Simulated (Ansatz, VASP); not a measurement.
# Two plane-wave programs on BeS

```
Be S
1.0
     0.00000    2.26078    2.41047
     2.41047    0.00000    2.41047
     2.41047    2.26078    0.00000
Be S
1 1
Cartesian
  0.0000 0.0000 0.0000
  3.6157 3.3912 3.6157
```

Alike in both runs: task single point; functional PBEsol; k mesh 10 × 10 × 10; occupations gaussian, width 0.05 eV; no spin polarisation.

|  | VASP | Ansatz |
| --- | --- | --- |
| version | VASP 6.6.1 | Ansatz 0.2.0 |
| potentials or method | VASP PAW PBE potentials, release 64 (Be, S), cutoff 520 eV | scalar-relativistic, plane waves, PAW |
| valence electrons in the cell | 8 | 8 |

Ansatz gave:

| Quantity | Value |
| --- | --- |
| gap on the k mesh at the Fermi level (eV) | 2.17 |
| least direct gap on the mesh (eV) | 5.29 |
| pressure (GPa) | 8.3 |
| traceless stress, the component that is largest in VASP (GPa) | 3.68 |

Problem. What did VASP give for the same quantities?

Solution. gap on the k mesh at the Fermi level (eV): 2.17; least direct gap on the mesh (eV): 5.32; pressure (GPa): 8.5; traceless stress, the component that is largest in VASP (GPa): 3.66.

VASP's potentials were made for PBE, not for PBEsol.
